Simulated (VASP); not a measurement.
Cs2Br3: single point with PBE

The system is Cs2Br3.

```
Cs Br
1.0
     2.68803    1.55193    8.89246
    -2.68803    1.55193    8.89246
     0.00000   -3.10387    8.89246
Cs Br
2 3
Cartesian
  0.0000 0.0000 10.9878
  0.0000 0.0000 15.6896
  0.0000 0.0000 0.0000
  0.0000 0.0000 4.4848
  0.0000 0.0000 22.1926
```

- Program: VASP 6.6.1
- Task: single point
- Functional: PBE
- Potentials or basis: VASP PAW PBE potentials, release 64 (Cs_sv, Br)
- Cutoff: 520 eV
- k mesh: 6 × 6 × 6
- Occupations: gaussian, width 0.1 eV
- Spin: no spin polarisation

| Item | Value |
| --- | --- |
| Pressure | 0.3 GPa |
| Largest force | 0.009 eV/Å |
| Band gap on the k mesh | zero (an odd number of electrons rules out a gap without spin polarisation) |

Forces on the atoms (eV/Å):
```
Cs   0.000  0.000 -0.009
Cs   0.000  0.000  0.009
Br   0.000  0.000  0.000
Br   0.000  0.000  0.006
Br   0.000  0.000 -0.006
```

Stress tensor (GPa, compression positive):
```
0.35 0.00 0.00
0.00 0.35 0.00
0.00 0.00 0.16
```

Levels at points of the mesh, in eV from the Fermi level:
```tsv
k point	band 18	band 19	band 20	band 21	band 22	band 23
(0.00, 0.00, 0.00)	-1.01	-0.63	-0.63	3.32	4.70	5.66
(0.50, 0.00, 0.00)	-1.18	-0.81	0.11	4.76	5.25	5.47
(0.50, 0.50, 0.00)	-1.08	-0.79	0.11	4.28	5.49	5.65
(0.50, 0.50, 0.50)	-0.96	-0.65	-0.65	4.14	4.60	5.14
```

Run time: 3.9 min on 1 thread of Intel(R) Xeon(R) 6975P-C (Granite Rapids), with other jobs on the host, peak memory 0.77 GiB.

Caveat: spin-orbit coupling is left out, which moves the levels of the heavy elements; an odd number of electrons without spin polarisation forces a metal; a magnetic or distorted state may lie lower.
